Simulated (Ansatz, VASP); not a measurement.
# TlBr: VASP beside Ansatz

Contents of INCAR:

```
SYSTEM = TlBr
ALGO     = Normal         ! electronic algorithm
EDIFF    = 1E-6           ! SCF threshold, eV
ENCUT    = 500            ! plane-wave cutoff, eV
GGA      = PE             ! functional
GGA_COMPAT= .False.      
ISIF     = 2              ! what is computed and relaxed
ISMEAR   = 0              ! smearing method
LASPH    = .True.         ! aspherical terms in the spheres
LCHARG   = .False.        ! write CHGCAR
LREAL    = .False.        ! projectors in reciprocal space
LWAVE    = .False.        ! write WAVECAR
NBANDS   = 17             ! bands
NELM     = 120            ! most SCF steps
PREC     = Accurate       ! precision mode
SIGMA    = 0.01           ! smearing width, eV
```

File KPOINTS:

```
k-points
0
Gamma
  6 6 6
  0 0 0
```

POSCAR

```
TlBr
1.0
    4.1316152700      0.0000000000      0.0000000000
    0.0000000000      4.1316152700      0.0000000000
    0.0000000000      0.0000000000      4.1316152700
Tl Br
1 1
Direct
    0.0000000000      0.0000000000      0.0000000000
    0.5000000000      0.5000000000      0.5000000000
```

Input for Ansatz:

```yaml
crystal:
  lattice:
    - [4.13161527, 0.0, 0.0]
    - [0.0, 4.13161527, 0.0]
    - [0.0, 0.0, 4.13161527]
  atoms:
    - { symbol: Tl, position: [0.0, 0.0, 0.0] }
    - { symbol: Br, position: [0.5, 0.5, 0.5] }
kpoints:
  mp_grid: { grid: [6, 6, 6] }
hamiltonian:
  xc: pbe
scf:
  occupations: { method: fixed }
  n_extra_bands: 4
output:
  forces: true
  stress: true
  eigenvalues: true
```

Alike in both runs: task single point; functional PBE; k mesh 6 × 6 × 6; no spin polarisation.

|  | VASP | Ansatz |
| --- | --- | --- |
| version | VASP 6.6.1 | Ansatz 0.2.0 |
| potentials or method | VASP PAW PBE potentials, release 64 (Tl_d, Br) | plane waves, PAW |
| plane-wave cutoff (eV) | 500 | 420 |
| occupations | gaussian, width 0.01 eV | fixed |
| valence electrons in the cell | 20 | 20 |

```tsv
	VASP	Ansatz	Ansatz less VASP
gap on the k mesh at the Fermi level (eV)	2.13	2.12	-0.006
pressure (GPa)	-1.0	-1.0	+0.03
```

Neither program's run includes spin-orbit coupling.
